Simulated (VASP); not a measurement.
Write the native input for VASP 6.6.1 that does the following.

* Task: single point
* Functional: PBE
* Potentials or basis: VASP PAW PBE potentials, release 64 (Al, O)
* Cutoff: 520 eV
* k mesh: 6 × 6 × 6
* Occupations: gaussian, width 0.05 eV
* Spin: no spin polarisation
* Dipole correction: no
* Further INCAR settings: ALGO = Normal; EDIFF = 1e-06; NBANDS = 35

The structure of Al2O3 lies in POSCAR:

```
Al2O3
1.0
    2.4600251504      1.4202961828      4.1771227054
   -2.4600251504      1.4202961828      4.1771227054
    0.0000000000     -2.8405923656      4.1771227054
Al O
4 6
Direct
    0.8559399590      0.8559399590      0.8559399590
    0.6440600410      0.6440600410      0.6440600410
    0.1440600410      0.1440600410      0.1440600410
    0.3559399590      0.3559399590      0.3559399590
    0.0561574040      0.4438425960      0.7500000000
    0.7500000000      0.0561574040      0.4438425960
    0.4438425960      0.7500000000      0.0561574040
    0.9438425960      0.5561574040      0.2500000000
    0.2500000000      0.9438425960      0.5561574040
    0.5561574040      0.2500000000      0.9438425960
```

This cell differs from its parent crystal: c/a of the conventional cell at fixed volume 2.5470.

These files were run (other wordings do the same):

INCAR

```
SYSTEM = Al2O3
PREC = Accurate
ENCUT = 520
EDIFF = 1E-6
ISMEAR = 0
SIGMA = 0.05
LREAL = .False.
LASPH = .True.
NELM = 80
ALGO = Normal
ISIF = 2
LWAVE = .False.
LCHARG = .False.
GGA = PE
NBANDS = 35
```

KPOINTS

```
Automatic mesh
0
Gamma
  6 6 6
  0 0 0
```

Potentials or basis: VASP PAW PBE potentials, release 64 (Al, O).

Run with:

```sh
$ cat potpaw_PBE.64/Al/POTCAR potpaw_PBE.64/O/POTCAR > POTCAR
$ mpirun -np 1 vasp_std > vasp.out
```

Results of the run:

- Pressure: -0.7 GPa
- Largest force: 0.310 eV/Å
- Band gap on the k mesh: 5.15 eV, direct

Wall time 92 s on 1 thread of Intel(R) Xeon(R) Platinum 8259CL CPU @ 2.50GHz (Skylake/Cascade Lake), on a shared host, peak memory 0.26 GiB.
